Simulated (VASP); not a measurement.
# Re (P1) in VASP: single point with PBEsol

Aim: the single point of Re with PBEsol.

All numbers are computed with VASP 6.6.1; they aren't measurements. Logs are shortened: lines on timing, memory, paths and dates and some standing lists are left out, and cuts for length are marked.

### Step 1. The cell of the first run

The typed cell holds 4 atoms: a = 2.852 Å, b = 2.761 Å, c = 9.368 Å, α = 87.74°, β = 91.24°, γ = 120.37°.

### Step 2. Single point, PBEsol (atoms moved at random and the cell strained at random)

The input, INCAR:

```
ALGO = Normal
EDIFF = 1E-6
ENCUT = 600
GGA = PS
GGA_COMPAT = F
ISIF = 2
ISMEAR = 0
LASPH = T
LCHARG = T
LELF = T
LREAL = F
LVHAR = T
LWAVE = F
NBANDS = 22
NELM = 120
PREC = Accurate
SIGMA = 0.1
```

The input, KPOINTS:

```
k-points
0
Gamma
  14 16 4
```

The input, POSCAR:

```
Re
1.0
    2.8517027811      0.0178155348     -0.0313431692
   -1.4104226848      2.3732700232      0.0556568484
   -0.1012771157      0.1491893257      9.3663007356
Re
4
Direct
   -0.0009681070      0.0138244130     -0.0000212555
    0.3354104772      0.6625719390      0.2496923540
   -0.0075594634     -0.0158780396      0.5006488534
    0.6731170932      0.3394816876      0.7496800482
```

Potentials or basis: VASP PAW PBE potentials, release 64 (Re).

Run with:

```sh
$ cat potpaw_PBE.64/Re/POTCAR > POTCAR
$ mpirun -np 1 vasp_std > vasp.out
```

OUTCAR:

```text
EDIFF = 1E-6
   ENCUT = 600
   GGA = PS
   ISIF = 2
   ISMEAR = 0
   LASPH = T
   LREAL = F
   NELM = 120
   PREC = Accurate

 ion  position               nearest neighbor table
   1  0.999  0.014  1.000-   4 2.78   2 2.83   2 2.85   2 2.86   4 2.88   4 2.89
   2  0.335  0.663  0.250-   3 2.81   1 2.83   1 2.85   3 2.85   1 2.86   3 2.90
   3  0.992  0.984  0.501-   4 2.75   2 2.81   2 2.85   4 2.87   4 2.90   2 2.90
   4  0.673  0.339  0.750-   3 2.75   1 2.78   3 2.87   1 2.88   1 2.89   3 2.90

  LATTYP: Found a triclinic cell.
 ALAT       =     2.7613041190
 B/A-ratio  =     1.0111103222
 C/A-ratio  =     3.3926130150
 COS(alpha) =     0.0167646069
 COS(beta)  =     0.0393617205
 COS(gamma) =     0.4725629340

  Lattice vectors:

 A1 = (   1.4104226848,  -2.3732700232,  -0.0556568484)
 A2 = (  -1.4412800963,  -2.3910855580,  -0.0243136792)
 A3 = (   0.1012771157,  -0.1491893257,  -9.3663007356)

Analysis of symmetry for initial positions (statically):
=====================================================================
 Subroutine PRICEL returns:
 Original cell was already a primitive cell.

 Routine SETGRP: Setting up the symmetry group for a
 triclinic supercell.

 Subroutine GETGRP returns: Found  1 space group operations
 (whereof  1 operations were pure point group operations)
 out of a pool of  2 trial point group operations.

The static configuration has the point symmetry C_1 .

Analysis of symmetry for dynamics (positions and initial velocities):
=====================================================================
 Subroutine PRICEL returns:
 Original cell was already a primitive cell.

 Routine SETGRP: Setting up the symmetry group for a
 triclinic supercell.

 Subroutine GETGRP returns: Found  1 space group operations
 (whereof  1 operations were pure point group operations)
 out of a pool of  2 trial point group operations.

The dynamic configuration has the point symmetry C_1 .

 Subroutine INISYM returns: Found  1 space group operations
 (whereof  1 operations are pure point group operations),
 and found     1 'primitive' translations

----------------------------------------------------------------------------------------

                                     Primitive cell

  volume of cell :      63.6005

  direct lattice vectors                    reciprocal lattice vectors
     2.851702781  0.017815535 -0.031343169     0.349375775  0.207621263  0.000470719
    -1.410422685  2.373270023  0.055656848    -0.002697178  0.419914175 -0.006717687
    -0.101277116  0.149189326  9.366300736     0.001185170 -0.001800454  0.106807230

  length of vectors
     2.851930669  2.761304119  9.368036293     0.406411421  0.419976567  0.106828979

  position of ions in fractional coordinates (direct lattice)
     0.999031893  0.013824413  0.999978744
     0.335410477  0.662571939  0.249692354
     0.992440537  0.984121960  0.500648853
     0.673117093  0.339481688  0.749680048

  ion indices of the primitive-cell ions
   primitive index   ion index
                 1           1
                 2           2
                 3           3
                 4           4

----------------------------------------------------------------------------------------

 KPOINTS: k-points

Automatic generation of k-mesh.
 Grid dimensions read from file:
 generate k-points for:   14   16    4

 Generating k-lattice:

  Cartesian coordinates                     Fractional coordinates (reciprocal lattice)
     0.024955413  0.014830090  0.000033623     0.071428571 -0.000000000 -0.000000000
    -0.000168574  0.026244636 -0.000419855    -0.000000000  0.062500000  0.000000000
     0.000296293 -0.000450113  0.026701808    -0.000000000  0.000000000  0.250000000

  Length of vectors
     0.029029387  0.026248535  0.026707245

  Shift w.r.t. Gamma in fractional coordinates (k-lattice)
     0.000000000  0.000000000  0.000000000

 Subroutine IBZKPT returns following result:
 ===========================================

 Found    452 irreducible k-points:

 Following reciprocal coordinates:
            Coordinates               Weight
  0.000000  0.000000  0.000000      1.000000
  0.071429  0.000000 -0.000000      2.000000
  0.142857 -0.000000 -0.000000      2.000000
  0.214286  0.000000  0.000000      2.000000
  0.285714  0.000000  0.000000      2.000000
  0.357143  0.000000  0.000000      2.000000
[... 16 lines left out ...]
 -0.000000  0.125000  0.000000      2.000000
  0.071429  0.125000  0.000000      2.000000
 [... further k-points ...]
   k-points           NKPTS =    452   k-points in BZ     NKDIM =    452   number of bands    NBANDS=     22
   number of dos      NEDOS =    301   number of ions     NIONS =      4
   total plane-waves  NPLWV =  46080
   dimension x,y,z NGX =    24 NGY =   24 NGZ =   80
   dimension x,y,z NGXF=    48 NGYF=   48 NGZF=  160
   ions per type =               4
   NGX,Y,Z   is equivalent  to a cutoff of  13.99, 14.45, 14.20 a.u.
   NGXF,Y,Z  is equivalent  to a cutoff of  27.98, 28.90, 28.39 a.u.
 SYSTEM =  unknown system
   PREC   = accura    normal or accurate (medium, high low for compatibility)
   ISTART =      0    job   : 0-new  1-cont  2-samecut
   ICHARG =      2    charge: 1-file 2-atom 10-const
   ISPIN  =      1    spin polarized calculation?
   LNONCOLLINEAR =      F non collinear calculations
   LSORBIT =      F    spin-orbit coupling
   LASPH  =      T    aspherical Exc in radial PAW
   ENCUT  =  600.0 eV  44.10 Ry    6.64 a.u.   5.70  5.52 18.71*2*pi/ulx,y,z
   NELM   =    120;   NELMIN=  2; NELMDL= -5     # of ELM steps
   EDIFF  = 0.1E-05   stopping-criterion for ELM
   LREAL  =      F    real-space projection
   EDIFFG = 0.1E-04   stopping-criterion for IOM
   NSW    =      0    number of steps for IOM
   IBRION =     -1    ionic relax: 0-MD 1-quasi-New 2-CG
   NFREE  =      0    steps in history (QN), initial steepest desc. (CG)
   ISIF   =      2    stress and relaxation
   ISYM   =      2    0-nonsym 1-usesym 2-fastsym
   POTIM  = 0.5000    time-step for ionic-motion
   TEBEG  =    0.0;   TEEND  =   0.0 temperature during run
   PSTRESS=    0.0 pullay stress
   NELECT =      28.0000    total number of electrons
   NUPDOWN=      -1.0000    fix difference up-down
   EMIN   =  10.00;   EMAX   =-10.00  energy-range for DOS
   EFERMI =   0.00;   METHOD = LEGACY
   ISMEAR =     0;   SIGMA  =   0.10  broadening in eV -4-tet -1-fermi 0-gaus
   EFERMI_NEDOS =   21; number of points for ismear=-14 and -15
   IALGO  =     38    algorithm
   IMIX   =      4    mixing-type and parameters
     AMIX     =   0.40;   BMIX     =  1.00
     AMIX_MAG =   1.60;   BMIX_MAG =  1.00
  volume/ion in A,a.u.               =      15.90       107.30
  Fermi-wavevector in a.u.,A,eV,Ry     =   1.245396  2.353457 21.102786  1.551011
  Thomas-Fermi vector in A             =   2.379620
   LORBIT       =      0    0 simple, 1 ext, 2 COOP (PROOUT), +10 PAW based schemes
   GGA     = PS    functional components
   LHFCALC =     F    Hartree Fock is set to
   AEXX    =    0.0000 exact exchange contribution
   IVDW    =     0    specifies the selected vdW correction
   LEPSILON=     F    determine dielectric tensor
   LRPA    =     F    only Hartree local field effects (RPA)
 non-spin polarized calculation
 Gauss-broadening in eV      SIGMA  =   0.10
  energy-cutoff  :      600.00
  volume of cell :       63.60
 maximum number of plane-waves:      2153
   NGX = 11   NGY = 11   NGZ = 37

 number of electron      28.0000001 magnetization

 Free energy of the ion-electron system (eV)
  ---------------------------------------------------
  ext. energy  EPLUGINS =         0.00000000
  ---------------------------------------------------
  free energy    TOTEN  =       -52.79366742 eV

  energy without entropy =      -52.77721690  energy(sigma->0) =      -52.78544216

 E-fermi :   6.9313     XC(G=0): -13.3972

 val. band max:        6.9308013310   @ k =   0.4286   0.0000   0.2500
 cond. band min:       6.9348146368   @ k =  -0.0000   0.5000   0.5000
 fundamental gap:      0.0040133058
 Fermi energy:         6.9313439651

 k-point     1 :       0.0000    0.0000    0.0000
  band No.  band energies     occupation
      1      -2.5674      2.00000
      2      -0.4980      2.00000
      3      -0.4415      2.00000
      4       0.6452      2.00000
      5       4.3791      2.00000
      6       4.4322      2.00000
[... 14 lines left out ...]
     21       8.9868      0.00000
     22       9.2075      0.00000

 k-point     2 :       0.0714    0.0000   -0.0000
  band No.  band energies     occupation
      1      -2.3770      2.00000
      2      -0.3177      2.00000
      3      -0.2623      2.00000
      4       0.8318      2.00000
      5       4.1965      2.00000
      6       4.3347      2.00000
[... 14 lines left out ...]
     21       9.0280      0.00000
     22       9.2040      0.00000

 k-point     3 :       0.1429   -0.0000   -0.0000
  band No.  band energies     occupation
      1      -1.8312      2.00000
      2       0.1688      2.00000
      3       0.2208      2.00000
      4       1.3351      2.00000
      5       3.8062      2.00000
      6       4.0814      2.00000
[... 14 lines left out ...]
     21       9.1345      0.00000
     22       9.2039      0.00000
[... 476 lines left out ...]
 k-point    23 :      -0.0000    0.1250    0.0000
  band No.  band energies     occupation
      1      -1.9530      2.00000
      2       0.0442      2.00000
      3       0.1562      2.00000
      4       1.2475      2.00000
      5       3.9572      2.00000
      6       4.1783      2.00000
[... 14 lines left out ...]
     21       8.9516      0.00000
     22       9.3259      0.00000

 k-point    24 :       0.0714    0.1250    0.0000
  band No.  band energies     occupation
      1      -1.4573      2.00000
      2       0.4651      2.00000
      3       0.5711      2.00000
      4       1.6976      2.00000
      5       3.6923      2.00000
      6       4.0144      2.00000
[... 14 lines left out ...]
     21       9.1278      0.00000
     22       9.4322      0.00000

 [... further k-points ...]

------------------------ aborting loop because EDIFF is reached ----------------------------------------

  FORCE on cell =-STRESS in cart. coord.  units (eV):
  Direction    XX          YY          ZZ          XY          YZ          ZX
  --------------------------------------------------------------------------------------
  -------------------------------------------------------------------------------------
  Total      -11.5876653     -7.0743634    -14.5904842     -0.7691396     -1.6027847      1.0580759
  in kB     -291.9082158   -178.2123284   -367.5530929    -19.3756173    -40.3762110     26.6542948
  external PRESSURE =    -279.2245457 kB  Pullay stress =       0.0000000 kB

 VOLUME and BASIS-vectors are now :
 -----------------------------------------------------------------------------
  energy-cutoff  :      600.00
  volume of cell :       63.60
      direct lattice vectors                 reciprocal lattice vectors
     2.851702781  0.017815535 -0.031343169     0.349375775  0.207621263  0.000470719
    -1.410422685  2.373270023  0.055656848    -0.002697178  0.419914175 -0.006717687
    -0.101277116  0.149189326  9.366300736     0.001185170 -0.001800454  0.106807230

 POSITION                                       TOTAL-FORCE (eV/Angst)
 -----------------------------------------------------------------------------------
      2.72817      0.19979      9.33556         0.114111     -0.122831      0.073021
     -0.00330      1.61569      2.36506        -0.033515      0.091119     -0.026257
      1.39141      2.42796      4.71289         0.023309      0.175321     -0.087941
      1.36479      0.92952      7.01953        -0.103904     -0.143609      0.041178
 -----------------------------------------------------------------------------------
    total drift:                               -0.000024     -0.000003      0.000009

  FREE ENERGIE OF THE ION-ELECTRON SYSTEM (eV)
  ---------------------------------------------------
  free  energy   TOTEN  =       -52.7936674166 eV

  energy  without entropy=      -52.7772168971  energy(sigma->0) =      -52.78544216
```

It took 13 min on 1 thread of Intel Xeon Platinum 8488C (Sapphire Rapids), shared host; peak memory 0.66 GiB.

What came out:

```
Free energy            : -52.7937 eV
Pressure               : -27.9 GPa
Largest force          : 0.198 eV/Å
Band gap on the k mesh : zero (bands 14 and 15 overlap by 2.27 eV)
```

Forces on the atoms (eV/Å):
```
Re   0.114 -0.123  0.073
Re  -0.034  0.091 -0.026
Re   0.023  0.175 -0.088
Re  -0.104 -0.144  0.041
```

Levels at points of the mesh, in eV from the Fermi level:
```
           k point  band 10  band 11  band 12  band 13  band 14  band 15  band 16  band 17  band 18  band 19
(0.00, 0.00, 0.00)    -1.52    -1.40    -1.24    -1.16    -0.73    -0.63     0.00     0.58     0.80     1.35
(0.50, 0.00, 0.00)    -1.59    -0.91     0.56     0.61     0.81     1.67     3.29     3.47     3.58     3.76
(0.00, 0.50, 0.00)    -1.80    -0.76     0.12     0.15     1.20     2.10     3.33     3.39     3.77     3.92
(0.50, 0.50, 0.00)    -1.57    -0.98     0.41     0.46     0.90     1.88     3.23     3.45     3.58     3.77
(0.00, 0.00, 0.50)    -1.55    -1.40    -1.40    -1.11    -1.09    -0.88    -0.81     0.82     0.95     1.27
(0.50, 0.00, 0.50)    -0.89    -0.77    -0.63    -0.06     0.04     2.44     2.47     3.60     3.64     3.88
(0.00, 0.50, 0.50)    -1.32    -0.63    -0.37     0.00     0.44     2.14     2.19     3.79     3.88     4.10
(0.50, 0.50, 0.50)    -1.00    -0.83    -0.56    -0.15     0.31     2.35     2.40     3.59     3.67     3.88
```

Caveat: the cell differs from its parent crystal (atoms moved at random and the cell strained at random); the stress differs along the axes, from -37 to -18 GPa; the PAW data sets were made with another functional, which shifts forces and pressure a little; spin-orbit coupling is left out, which moves the levels of the heavy elements.
